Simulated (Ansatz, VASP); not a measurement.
## One calculation of BTe, two programs

```xyz
2
Lattice="0.0000 2.5468 2.5468 2.5468 0.0000 2.5468 2.5468 2.5468 0.0000" Properties=species:S:1:pos:R:3 pbc="T T T"
B     0.0000    0.0000    0.0000
Te    2.5468    2.5468    2.5468
```

Change from the starting cell: species swapped into the NbN type (Fm-3m, No. 225).

Alike in both runs: functional PBE; k mesh 18 × 18 × 18; occupations gaussian, width 0.1 eV; no spin polarisation.

Ansatz relaxed the structure, and its values are those at the end. VASP's run is a single point on that final structure, the one shown.

|  | VASP | Ansatz |
| --- | --- | --- |
| version | VASP 6.6.1 | Ansatz 0.2.0 |
| potentials or method | VASP PAW PBE potentials, release 64 (B, Te), cutoff 520 eV | scalar-relativistic, plane waves, PAW |
| valence electrons in the cell | 9 | 19 |

```tsv
	VASP	Ansatz	Ansatz less VASP
gap on the k mesh at the Fermi level (eV)	none	none	-
pressure (GPa)	-0.1	0.0	+0.05
```

A gap of «none» marks a metal or a gap that the smearing closes. VASP's potentials hold 9 valence electrons a cell and Ansatz's 19, so a difference there can come from the potentials and not from the codes.

Neither program's run includes spin-orbit coupling.
